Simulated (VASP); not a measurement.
Wanted: the native input for a VASP 6.6.1 run.

```
Task                   : single point
Functional             : PBE
Potentials or basis    : VASP PAW PBE potentials, release 64 (Be, I)
Cutoff                 : 520 eV
k mesh                 : 6 × 6 × 6
Occupations            : gaussian, width 0.1 eV
Spin                   : no spin polarisation
Dipole correction      : no
Further INCAR settings : ALGO = Normal; EDIFF = 1e-07; NBANDS = 31
```

The structure of Be3I2 lies in POSCAR:

```
Be3I2
1.0
    2.7009462692      1.5593920555     10.8447398850
   -2.7009462692      1.5593920555     10.8447398850
    0.0000000000     -3.1187841112     10.8447398850
Be I
6 4
Direct
   -0.0279007720      0.5279007720      0.7500000000
    0.7500000000     -0.0279007720      0.5279007720
    0.5279007720      0.7500000000     -0.0279007720
    1.0279007720      0.4720992280      0.2500000000
    0.2500000000      1.0279007720      0.4720992280
    0.4720992280      0.2500000000      1.0279007720
    0.8791971194      0.8791971194      0.8791971194
    0.6208028806      0.6208028806      0.6208028806
    0.1208028806      0.1208028806      0.1208028806
    0.3791971194      0.3791971194      0.3791971194
```

These files were run (other wordings do the same):

INCAR

```
SYSTEM = Be3I2
  PREC = Accurate
  ENCUT = 520
  EDIFF = 1E-7
  ISMEAR = 0
  SIGMA = 0.1
  LREAL = .FALSE.
  LASPH = .TRUE.
  NELM = 60
  ALGO = Normal
  ISIF = 2
  LWAVE = .FALSE.
  LCHARG = .TRUE.
  GGA = PE
  LELF = .TRUE.
  LVHAR = .TRUE.
  NBANDS = 31
```

KPOINTS

```
Automatic mesh
0
G
  6 6 6
  0 0 0
```

Potentials or basis: VASP PAW PBE potentials, release 64 (Be, I).

Run with:

```sh
$ cat potpaw_PBE.64/Be/POTCAR potpaw_PBE.64/I/POTCAR > POTCAR
$ mpirun -np 1 vasp_std > vasp.out
```

It gave:

* Pressure: 0.0 GPa
* Largest force: 0.006 eV/Å
* Band gap on the k mesh: zero (bands 20 and 21 overlap by 0.68 eV)

Caveat: spin-orbit coupling is left out, which moves the levels of the heavy elements.

Wall time 16 min on 1 thread of Intel(R) Xeon(R) 6975P-C (Granite Rapids), on a shared host, peak memory 1.2 GiB.
